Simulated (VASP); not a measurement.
Here is a VASP 6.6.1 calculation.

INCAR

```
  PREC = Accurate
  ENCUT = 520
  EDIFF = 1E-7
  ISMEAR = 0
  SIGMA = 0.01
  LREAL = F
  LASPH = T
  NELM = 60
  ALGO = Normal
  ISIF = 2
  LWAVE = F
  LCHARG = F
  GGA = PE
  NBANDS = 11
```

KPOINTS

```
regular mesh
0
Gamma
  6 6 6
```

The input POSCAR:

```
BeS
1.0
    0.0000000000      2.4829923550      2.3957901011
    2.4829923550      0.0000000000      2.3957901011
    2.4829923550      2.4829923550      0.0000000000
Be S
1 1
Direct
    0.0000000000      0.0000000000      0.0000000000
    0.2500000000      0.2500000000      0.2500000000
```

Potentials or basis: VASP PAW PBE potentials, release 64 (Be, S).

The run is started by

```bash
$ cat potpaw_PBE.64/Be/POTCAR potpaw_PBE.64/S/POTCAR > POTCAR
$ mpirun -np 1 vasp_std > vasp.out
```

Question: Predict the band gap on the k mesh.

Answer: 2.90 eV, indirect (least direct gap 5.47 eV).

Question: Estimate the pressure.

Answer: -1.7 GPa.

Stress tensor (GPa, compression positive):
```
-2.75  0.00  0.00
 0.00 -2.75  0.00
 0.00  0.00  0.46
```

Caveat: the cell differs from its parent crystal (epitaxial xy strain +2.0%). A k mesh can miss the band edges.
